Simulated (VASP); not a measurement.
# TiO2 (Fm-3m) in VASP: settings compared

Aim: see how the results for TiO2 move with the level of theory and the settings. Levels: r2SCAN, PBEsol. Tasks: single point, relaxation of cell and atoms.

All numbers are computed with VASP 6.6.1; they aren't measurements. Logs are shortened: lines on timing, memory, paths and dates and some standing lists are left out, and cuts for length are marked.

**1. The cell of the first run**

The structure is cubic, space group Fm-3m (No. 225). Conventional cell: a = 4.794 Å, b = 4.794 Å, c = 4.794 Å, α = 90.00°, β = 90.00°, γ = 90.00°. Ti (site symmetry m-3m) has 8 O at 2.08 Å within 2.7 Å. O (site symmetry -43m) has 4 Ti at 2.08 Å and 6 O at 2.40 Å within 2.7 Å.

**2. Single point, r2SCAN**

File POSCAR:

```
TiO2
1.0
    0.0000000000      2.3968272547      2.3968272547
    2.3968272547      0.0000000000      2.3968272547
    2.3968272547      2.3968272547      0.0000000000
Ti O
1 2
Direct
    0.0000000000      0.0000000000      0.0000000000
    0.2500000000      0.2500000000      0.2500000000
    0.7500000000      0.7500000000      0.7500000000
```

File INCAR.step1:

```
ALGO     = Normal         # electronic algorithm
EDIFF    = 1E-4           # SCF threshold, eV
ENCUT    = 520            # plane-wave cutoff, eV
GGA      = PE             # functional
ISMEAR   = 0              # smearing method
LASPH    = T              # aspherical terms in the spheres
LCHARG   = F              # write CHGCAR
LREAL    = F              # projectors in reciprocal space
LWAVE    = T              # write WAVECAR
NBANDS   = 19             # bands
NELM     = 100            # most SCF steps
PREC     = Accurate       # precision mode
SIGMA    = 0.01           # smearing width, eV
```

File INCAR.step2:

```
ALGO     = Normal         # electronic algorithm
EDIFF    = 1E-7           # SCF threshold, eV
ENCUT    = 520            # plane-wave cutoff, eV
ISIF     = 2              # what is computed and relaxed
ISMEAR   = 0              # smearing method
ISTART   = 1            
LASPH    = T              # aspherical terms in the spheres
LCHARG   = F              # write CHGCAR
LMIXTAU  = T            
LREAL    = F              # projectors in reciprocal space
LWAVE    = F              # write WAVECAR
METAGGA  = R2SCAN         # meta-GGA
NBANDS   = 19             # bands
NELM     = 100            # most SCF steps
PREC     = Accurate       # precision mode
SIGMA    = 0.01           # smearing width, eV
```

File KPOINTS:

```
k-points
0
Gamma
  10 10 10
```

Potentials or basis: VASP PAW PBE potentials, release 64 (Ti_sv, O).

Launch:

```
> cat potpaw_PBE.64/Ti_sv/POTCAR potpaw_PBE.64/O/POTCAR > POTCAR
> cp INCAR.step1 INCAR
> mpirun -np 1 vasp_std > vasp.out
> cp INCAR.step2 INCAR
> mpirun -np 1 vasp_std > vasp.out
```

OUTCAR:

```text
EDIFF = 1E-7
   ENCUT = 520
   ISIF = 2
   ISMEAR = 0
   ISTART = 1
   LASPH = T
   LREAL = F
   METAGGA = R2SCAN
   NELM = 100
   PREC = Accurate

 ion  position               nearest neighbor table
   1  0.000  0.000  0.000-   3 2.08   3 2.08   3 2.08   2 2.08   3 2.08   2 2.08   2 2.08   2 2.08

   2  0.250  0.250  0.250-   1 2.08   1 2.08   1 2.08   1 2.08
   3  0.750  0.750  0.750-   1 2.08   1 2.08   1 2.08   1 2.08

  LATTYP: Found a face centered cubic cell.
 ALAT       =     4.7936545094

  Lattice vectors:

 A1 = (   0.0000000000,   2.3968272547,   2.3968272547)
 A2 = (   2.3968272547,   0.0000000000,   2.3968272547)
 A3 = (   2.3968272547,   2.3968272547,   0.0000000000)

Analysis of symmetry for initial positions (statically):
=====================================================================
 Subroutine PRICEL returns:
 Original cell was already a primitive cell.

 Routine SETGRP: Setting up the symmetry group for a
 face centered cubic supercell.

 Subroutine GETGRP returns: Found 48 space group operations
 (whereof 48 operations were pure point group operations)
 out of a pool of 48 trial point group operations.

The static configuration has the point symmetry O_h .

Analysis of symmetry for dynamics (positions and initial velocities):
=====================================================================
 Subroutine PRICEL returns:
 Original cell was already a primitive cell.

 Routine SETGRP: Setting up the symmetry group for a
 face centered cubic supercell.

 Subroutine GETGRP returns: Found 48 space group operations
 (whereof 48 operations were pure point group operations)
 out of a pool of 48 trial point group operations.

The dynamic configuration has the point symmetry O_h .

 Subroutine INISYM returns: Found 48 space group operations
 (whereof 48 operations are pure point group operations),
 and found     1 'primitive' translations

----------------------------------------------------------------------------------------

                                     Primitive cell

  volume of cell :      27.5385

  direct lattice vectors                    reciprocal lattice vectors
     0.000000000  2.396827255  2.396827255    -0.208609110  0.208609110  0.208609110
     2.396827255  0.000000000  2.396827255     0.208609110 -0.208609110  0.208609110
     2.396827255  2.396827255  0.000000000     0.208609110  0.208609110 -0.208609110

  length of vectors
     3.389625610  3.389625610  3.389625610     0.361321577  0.361321577  0.361321577

  position of ions in fractional coordinates (direct lattice)
     0.000000000  0.000000000  0.000000000
     0.250000000  0.250000000  0.250000000
     0.750000000  0.750000000  0.750000000

  ion indices of the primitive-cell ions
   primitive index   ion index
                 1           1
                 2           2
                 3           3

----------------------------------------------------------------------------------------

 KPOINTS: k-points

Automatic generation of k-mesh.
 Grid dimensions read from file:
 generate k-points for:   10   10   10

 Generating k-lattice:

  Cartesian coordinates                     Fractional coordinates (reciprocal lattice)
    -0.020860911  0.020860911  0.020860911     0.100000000  0.000000000  0.000000000
     0.020860911 -0.020860911  0.020860911     0.000000000  0.100000000  0.000000000
     0.020860911  0.020860911 -0.020860911     0.000000000  0.000000000  0.100000000

  Length of vectors
     0.036132158  0.036132158  0.036132158

  Shift w.r.t. Gamma in fractional coordinates (k-lattice)
     0.000000000  0.000000000  0.000000000

 Subroutine IBZKPT returns following result:
 ===========================================

 Found     47 irreducible k-points:

 Following reciprocal coordinates:
            Coordinates               Weight
  0.000000  0.000000  0.000000      1.000000
  0.100000  0.000000  0.000000      8.000000
  0.200000  0.000000  0.000000      8.000000
  0.300000  0.000000  0.000000      8.000000
  0.400000  0.000000  0.000000      8.000000
  0.500000  0.000000  0.000000      4.000000
[... 16 lines left out ...]
  0.300000  0.300000  0.000000      6.000000
  0.400000  0.300000  0.000000     24.000000
 [... further k-points ...]
   k-points           NKPTS =     47   k-points in BZ     NKDIM =     47   number of bands    NBANDS=     19
   number of dos      NEDOS =    301   number of ions     NIONS =      3
   total plane-waves  NPLWV =  21952
   dimension x,y,z NGX =    28 NGY =   28 NGZ =   28
   dimension x,y,z NGXF=    56 NGYF=   56 NGZF=   56
   ions per type =               1   2
   NGX,Y,Z   is equivalent  to a cutoff of  13.73, 13.73, 13.73 a.u.
   NGXF,Y,Z  is equivalent  to a cutoff of  27.47, 27.47, 27.47 a.u.
 SYSTEM =  unknown system
   PREC   = accura    normal or accurate (medium, high low for compatibility)
   ISTART =      1    job   : 0-new  1-cont  2-samecut
   ICHARG =      0    charge: 1-file 2-atom 10-const
   ISPIN  =      1    spin polarized calculation?
   LNONCOLLINEAR =      F non collinear calculations
   LSORBIT =      F    spin-orbit coupling
   LASPH  =      T    aspherical Exc in radial PAW
   ENCUT  =  520.0 eV  38.22 Ry    6.18 a.u.   6.30  6.30  6.30*2*pi/ulx,y,z
   NELM   =    100;   NELMIN=  2; NELMDL=  0     # of ELM steps
   EDIFF  = 0.1E-06   stopping-criterion for ELM
   LREAL  =      F    real-space projection
   EDIFFG = 0.1E-05   stopping-criterion for IOM
   NSW    =      0    number of steps for IOM
   IBRION =     -1    ionic relax: 0-MD 1-quasi-New 2-CG
   NFREE  =      0    steps in history (QN), initial steepest desc. (CG)
   ISIF   =      2    stress and relaxation
   ISYM   =      2    0-nonsym 1-usesym 2-fastsym
   POTIM  = 0.5000    time-step for ionic-motion
   TEBEG  =    0.0;   TEEND  =   0.0 temperature during run
   PSTRESS=    0.0 pullay stress
   NELECT =      24.0000    total number of electrons
   NUPDOWN=      -1.0000    fix difference up-down
   EMIN   =  10.00;   EMAX   =-10.00  energy-range for DOS
   EFERMI =   0.00;   METHOD = LEGACY
   ISMEAR =     0;   SIGMA  =   0.01  broadening in eV -4-tet -1-fermi 0-gaus
   EFERMI_NEDOS =   21; number of points for ismear=-14 and -15
   IALGO  =     38    algorithm
   IMIX   =      4    mixing-type and parameters
     AMIX     =   0.40;   BMIX     =  1.00
     AMIX_MAG =   1.60;   BMIX_MAG =  1.00
  volume/ion in A,a.u.               =       9.18        61.95
  Fermi-wavevector in a.u.,A,eV,Ry     =   1.563742  2.955044 33.270189  2.445290
  Thomas-Fermi vector in A             =   2.666469
   LORBIT       =      0    0 simple, 1 ext, 2 COOP (PROOUT), +10 PAW based schemes
   METAGGA = R2SCAN    functional components
   LHFCALC =     F    Hartree Fock is set to
   AEXX    =    0.0000 exact exchange contribution
   IVDW    =     0    specifies the selected vdW correction
   LEPSILON=     F    determine dielectric tensor
   LRPA    =     F    only Hartree local field effects (RPA)
 non-spin polarized calculation
 Gauss-broadening in eV      SIGMA  =   0.01
  energy-cutoff  :      520.00
  volume of cell :       27.54
 maximum number of plane-waves:       754
 NGX is ok and might be reduce to    28
   NGX = 13   NGY = 13   NGZ = 13

 number of electron      23.9999996 magnetization

 Free energy of the ion-electron system (eV)
  ---------------------------------------------------
  ext. energy  EPLUGINS =         0.00000000
  ---------------------------------------------------
  free energy    TOTEN  =       -34.10074395 eV

  energy without entropy =      -34.10074395  energy(sigma->0) =      -34.10074395

 E-fermi :   7.3315     XC(G=0): -13.0577

 val. band max:        7.1244622898   @ k =   0.5000   0.5000   0.0000
 cond. band min:       8.6695722340   @ k =   0.0000   0.0000   0.0000
 fundamental gap:      1.5451099442
 Fermi energy:         7.3314834739

 k-point     1 :       0.0000    0.0000    0.0000
  band No.  band energies     occupation
      1     -52.8773      2.00000
      2     -27.9110      2.00000
      3     -27.9109      2.00000
      4     -27.9109      2.00000
      5     -13.6352      2.00000
      6      -9.8192      2.00000
[... 11 lines left out ...]
     18      15.3988      0.00000
     19      22.1475      0.00000

 k-point     2 :       0.1000    0.0000    0.0000
  band No.  band energies     occupation
      1     -52.8750      2.00000
      2     -27.9370      2.00000
      3     -27.9140      2.00000
      4     -27.9139      2.00000
      5     -13.5148      2.00000
      6      -9.9615      2.00000
[... 11 lines left out ...]
     18      15.7548      0.00000
     19      22.0712      0.00000

 k-point     3 :       0.2000    0.0000    0.0000
  band No.  band energies     occupation
      1     -52.8691      2.00000
      2     -28.0042      2.00000
      3     -27.9217      2.00000
      4     -27.9217      2.00000
      5     -13.1847      2.00000
      6     -10.3182      2.00000
[... 11 lines left out ...]
     18      16.6682      0.00000
     19      21.9439      0.00000

 k-point     4 :       0.3000    0.0000    0.0000
  band No.  band energies     occupation
      1     -52.8618      2.00000
      2     -28.0855      2.00000
      3     -27.9314      2.00000
      4     -27.9313      2.00000
      5     -12.7348      2.00000
      6     -10.7494      2.00000
[... 407 lines left out ...]
     18      17.8931      0.00000
     19      22.3187      0.00000

 k-point    23 :       0.3000    0.3000    0.0000
  band No.  band energies     occupation
      1     -52.8566      2.00000
      2     -28.0967      2.00000
      3     -27.9607      2.00000
      4     -27.9607      2.00000
      5     -12.4324      2.00000
      6     -10.9219      2.00000
[... 11 lines left out ...]
     18      17.6168      0.00000
     19      21.9410      0.00000

 k-point    24 :       0.4000    0.3000    0.0000
  band No.  band energies     occupation
      1     -52.8519      2.00000
      2     -28.1325      2.00000
      3     -27.9794      2.00000
      4     -27.9696      2.00000
      5     -12.1093      2.00000
      6     -11.1447      2.00000
[... 11 lines left out ...]
     18      18.2759      0.00000
     19      22.2315      0.00000

 [... further k-points ...]

------------------------ aborting loop because EDIFF is reached ----------------------------------------

  FORCE on cell =-STRESS in cart. coord.  units (eV):
  Direction    XX          YY          ZZ          XY          YZ          ZX
  --------------------------------------------------------------------------------------
  -------------------------------------------------------------------------------------
  Total        0.2652527      0.2652527      0.2652527     -0.0000000     -0.0000000      0.0000000
  in kB       15.4322825     15.4322825     15.4322825     -0.0000000     -0.0000000      0.0000000
  external PRESSURE =      15.4322825 kB  Pullay stress =       0.0000000 kB

 VOLUME and BASIS-vectors are now :
 -----------------------------------------------------------------------------
  energy-cutoff  :      520.00
  volume of cell :       27.54
      direct lattice vectors                 reciprocal lattice vectors
     0.000000000  2.396827255  2.396827255    -0.208609110  0.208609110  0.208609110
     2.396827255  0.000000000  2.396827255     0.208609110 -0.208609110  0.208609110
     2.396827255  2.396827255  0.000000000     0.208609110  0.208609110 -0.208609110

 POSITION                                       TOTAL-FORCE (eV/Angst)
 -----------------------------------------------------------------------------------
      0.00000      0.00000      0.00000        -0.000000      0.000000      0.000000
      1.19841      1.19841      1.19841        -0.000000     -0.000000      0.000000
      3.59524      3.59524      3.59524         0.000000      0.000000     -0.000000
 -----------------------------------------------------------------------------------
    total drift:                                0.000000      0.000000      0.000000

  FREE ENERGIE OF THE ION-ELECTRON SYSTEM (eV)
  ---------------------------------------------------
  free  energy   TOTEN  =       -34.1007439487 eV

  energy  without entropy=      -34.1007439487  energy(sigma->0) =      -34.10074395
```

It took 5.6 min on 1 thread of AMD EPYC 7R13, shared host; peak memory 0.15 GiB.

What came out:

- Free energy: -34.1007 eV
- Pressure: 1.5 GPa
- Band gap on the k mesh: 1.55 eV, indirect (least direct gap 2.24 eV)

Caveat: the PAW data sets were made with another functional, which shifts forces and pressure a little. A k mesh can miss the band edges.

**3. Relaxation of cell and atoms, PBEsol**

This run uses another cell than the first one, of 9.39 Å³/atom, 1.023 times its volume.

File INCAR:

```
SYSTEM = TiO2
  ALGO = Normal
  EDIFF = 1E-7
  EDIFFG = -0.005
  ENCUT = 600
  GGA = PS
  IBRION = 2
  ISIF = 3
  ISMEAR = -1
  LASPH = .True.
  LCHARG = .False.
  LREAL = .False.
  LWAVE = .False.
  NELM = 60
  NSW = 80
  PREC = Accurate
  SIGMA = 0.02
```

File KPOINTS:

```
k-points
0
Gamma
  8 8 8
  0 0 0
```

File POSCAR:

```
TiO2
1.0
    0.0000000000      2.4149673021      2.4149673021
    2.4149673021      0.0000000000      2.4149673021
    2.4149673021      2.4149673021      0.0000000000
Ti O
1 2
Direct
    0.0000000000      0.0000000000      0.0000000000
    0.2500000000      0.2500000000      0.2500000000
    0.7500000000      0.7500000000      0.7500000000
```

Potentials or basis: VASP PAW PBE potentials, release 64 (Ti_sv, O).

Launch:

```
> cat potpaw_PBE.64/Ti_sv/POTCAR potpaw_PBE.64/O/POTCAR > POTCAR
> mpirun -np 1 vasp_std > vasp.out
```

It took 91 s on 1 thread of AMD EPYC 7R13, shared host; peak memory 0.14 GiB.

Results (log left out):

```
Free energy                            : -27.3648 eV
Relaxed volume                         : 9.11 Å³/atom
Relaxed cell                           : a = 3.381 Å, b = 3.381 Å, c = 3.381 Å, α = 60.00°, β = 60.00°, γ = 60.00°
Space group after relaxing (to 0.05 Å) : Fm-3m (No. 225)
Energy gained by relaxing              : 7.0 meV/atom
Ionic steps                            : 3
Pressure after relaxing                : -0.1 GPa
Band gap on the k mesh                 : 1.07 eV, indirect (least direct gap 1.80 eV)
```

Step by step:
| step | energy change (eV) | largest force (eV/Å) | pressure (GPa) | volume (Å³) |
| --- | --- | --- | --- | --- |
| 1 | 0.0000 | 0.0000 | -7.68 | 28.17 |
| 2 | 0.0084 | 0.0000 | 10.23 | 26.37 |
| 3 | -0.0209 | 0.0000 | -0.07 | 27.33 |

Final structure:
```yaml
crystal:
  lattice:
    - [0.00000, 2.39066, 2.39066]
    - [2.39066, 0.00000, 2.39066]
    - [2.39066, 2.39066, 0.00000]
  atoms:
    - { symbol: Ti, position: [0.00000, 0.00000, 0.00000] }
    - { symbol: O, position: [0.25000, 0.25000, 0.25000] }
    - { symbol: O, position: [0.75000, 0.75000, 0.75000] }
```

Levels at points of the mesh, in eV from the valence-band top:
| k point | band 10 | band 11 | band 12 | band 13 | band 14 | band 15 |
| --- | --- | --- | --- | --- | --- | --- |
| (0.00, 0.00, 0.00) | -0.89 | -0.89 | -0.89 | 1.07 | 1.07 | 5.47 |
| (0.50, 0.00, 0.00) | -3.34 | -2.59 | -2.59 | 1.45 | 1.45 | 2.93 |
| (0.50, 0.50, 0.00) | -2.14 | -2.14 | 0.00 | 1.80 | 1.81 | 2.96 |

Caveat: the PAW data sets were made with another functional, which shifts forces and pressure a little. A k mesh can miss the band edges.
